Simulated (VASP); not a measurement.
# Ge (Fd-3m) in VASP: notebook, part 2 of 2

VASP 6.6.1. Earlier steps stand in the parts before.

### 5 Single point, r2SCAN

This run uses another cell than the first one, of 23.98 Å³/atom.

The input, POSCAR:

```
Ge
1.0
    0.0000000000      2.8836577741      2.8836577741
    2.8836577741      0.0000000000      2.8836577741
    2.8836577741      2.8836577741      0.0000000000
Ge
2
Direct
    0.5000000000      0.5000000000      0.5000000000
    0.7500000000      0.7500000000      0.7500000000
```

The input, INCAR.step1:

```
  PREC = Accurate
  ENCUT = 520
  ISMEAR = 0
  SIGMA = 0.05
  LREAL = F
  LASPH = T
  NELM = 100
  NBANDS = 21
  GGA = PE
  ALGO = Normal
  EDIFF = 1E-4
  LWAVE = T
  LCHARG = F
```

The input, INCAR.step2:

```
  PREC = Accurate
  ENCUT = 520
  EDIFF = 1E-6
  ISMEAR = 0
  SIGMA = 0.05
  LREAL = F
  LASPH = T
  NELM = 100
  ALGO = Normal
  ISIF = 2
  LWAVE = F
  LCHARG = T
  METAGGA = R2SCAN
  LMIXTAU = T
  LELF = T
  LVHAR = T
  NBANDS = 21
  ISTART = 1
```

The input, KPOINTS:

```
regular mesh
0
Gamma
  12 12 12
```

Potentials or basis: VASP PAW PBE potentials, release 64 (Ge_d).

Launch:

```bash
$ cat potpaw_PBE.64/Ge_d/POTCAR > POTCAR
$ cp INCAR.step1 INCAR
$ mpirun -np 1 vasp_std > vasp.out
$ cp INCAR.step2 INCAR
$ mpirun -np 1 vasp_std > vasp.out
```

OUTCAR:

```text
PREC = Accurate
   ENCUT = 520
   EDIFF = 1E-6
   ISMEAR = 0
   LREAL = F
   LASPH = T
   NELM = 100
   ISIF = 2
   METAGGA = R2SCAN
   ISTART = 1

 ion  position               nearest neighbor table
   1  0.500  0.500  0.500-   2 2.50   2 2.50   2 2.50   2 2.50
   2  0.750  0.750  0.750-   1 2.50   1 2.50   1 2.50   1 2.50

  LATTYP: Found a face centered cubic cell.
 ALAT       =     5.7673155482

  Lattice vectors:

[... 761 lines left out ...]
     21      15.0141      0.00000

 [... further k-points ...]

------------------------ aborting loop because EDIFF is reached ----------------------------------------

  FORCE on cell =-STRESS in cart. coord.  units (eV):
  Direction    XX          YY          ZZ          XY          YZ          ZX
  --------------------------------------------------------------------------------------
  -------------------------------------------------------------------------------------
  Total       -0.8945938     -0.8945938     -0.8945938      0.0000000      0.0000000     -0.0000000
  in kB      -29.8865167    -29.8865167    -29.8865167      0.0000000      0.0000000     -0.0000000
  external PRESSURE =     -29.8865167 kB  Pullay stress =       0.0000000 kB

 VOLUME and BASIS-vectors are now :
 -----------------------------------------------------------------------------
  energy-cutoff  :      520.00
  volume of cell :       47.96
      direct lattice vectors                 reciprocal lattice vectors
     0.000000000  2.883657774  2.883657774    -0.173390894  0.173390894  0.173390894
     2.883657774  0.000000000  2.883657774     0.173390894 -0.173390894  0.173390894
     2.883657774  2.883657774  0.000000000     0.173390894  0.173390894 -0.173390894

 POSITION                                       TOTAL-FORCE (eV/Angst)
 -----------------------------------------------------------------------------------
      2.88366      2.88366      2.88366         0.000000      0.000000      0.000000
      4.32549      4.32549      4.32549        -0.000000     -0.000000     -0.000000
 -----------------------------------------------------------------------------------
    total drift:                                0.000000     -0.000000      0.000000

  FREE ENERGIE OF THE ION-ELECTRON SYSTEM (eV)
  ---------------------------------------------------
  free  energy   TOTEN  =       -27.7233058823 eV

  energy  without entropy=      -27.7232612441  energy(sigma->0) =      -27.72328356
```

OUTCAR.step1:

```text
PREC = Accurate
   ENCUT = 520
   ISMEAR = 0
   LREAL = F
   LASPH = T
[... 798 lines left out ...]
 -----------------------------------------------------------------------------------
      2.88366      2.88366      2.88366         0.000000      0.000000      0.000000
      4.32549      4.32549      4.32549        -0.000000     -0.000000     -0.000000
 -----------------------------------------------------------------------------------
    total drift:                                0.000000     -0.000000     -0.000000

  FREE ENERGIE OF THE ION-ELECTRON SYSTEM (eV)
  ---------------------------------------------------
  free  energy   TOTEN  =        -9.0358716262 eV

  energy  without entropy=       -9.0357704191  energy(sigma->0) =       -9.03582102
```

OSZICAR.step1:

```text
N       E                     dE             d eps       ncg     rms          rms(c)
DAV:   1     0.196342800541E+03    0.19634E+03   -0.14618E+04  3391   0.356E+03
DAV:   2     0.198036462031E+02   -0.17654E+03   -0.17132E+03  3039   0.626E+02
DAV:   3    -0.809781572017E+01   -0.27901E+02   -0.27739E+02  3489   0.145E+02
DAV:   4    -0.908957931502E+01   -0.99176E+00   -0.99133E+00  3399   0.322E+01
DAV:   5    -0.910614647827E+01   -0.16567E-01   -0.16567E-01  3449   0.467E+00    0.296E+00
DAV:   6    -0.905918046080E+01    0.46966E-01   -0.19662E-02  3670   0.150E+00    0.175E+00
DAV:   7    -0.903404269765E+01    0.25138E-01   -0.40625E-02  3290   0.191E+00    0.142E-01
DAV:   8    -0.903561957383E+01   -0.15769E-02   -0.54158E-03  3384   0.933E-01    0.429E-02
DAV:   9    -0.903584657996E+01   -0.22701E-03   -0.25418E-04  2818   0.180E-01    0.134E-02
DAV:  10    -0.903587162622E+01   -0.25046E-04   -0.39921E-05  2613   0.574E-02
   1 F= -.90358716E+01 E0= -.90358210E+01  d E =-.101207E-03
```

Wall time 4.3 min (1 thread of Intel Xeon 8259CL, shared host); peak memory 0.2 GiB.

What came out:

| Item | Value |
| --- | --- |
| Free energy | -27.7233 eV |
| Pressure | -3.0 GPa |
| Band gap on the k mesh | zero (filled and empty bands touch) |

Caveat: semilocal functionals underestimate gaps, so a narrow gap can read as zero; the PAW data sets were made with another functional, which shifts forces and pressure a little.

### 6 Summary

| cell | gap on the mesh (eV) | pressure (GPa) |
| --- | --- | --- |
| a = 4.012 Å, angles 60.0°, 2 atoms | 0.32 | 0.1 |
| a = 4.050 Å, angles 60.0°, 2 atoms | 0.05 | -1.8 |
| a = 4.078 Å, angles 60.0°, 2 atoms | none | -3.0 |

Alike in all rows: task single point; level r2SCAN; potentials or basis VASP PAW PBE potentials, release 64 (Ge_d); no spin polarisation; k mesh 12 × 12 × 12; cutoff (eV) 520; smearing gaussian 0.05 eV.

Caveats: the PAW data sets were made with another functional, which shifts forces and pressure a little; semilocal functionals underestimate gaps, so a narrow gap can read as zero (at least some runs).

Total energies depend on the potentials used, so only differences within one code and one set of settings carry meaning.
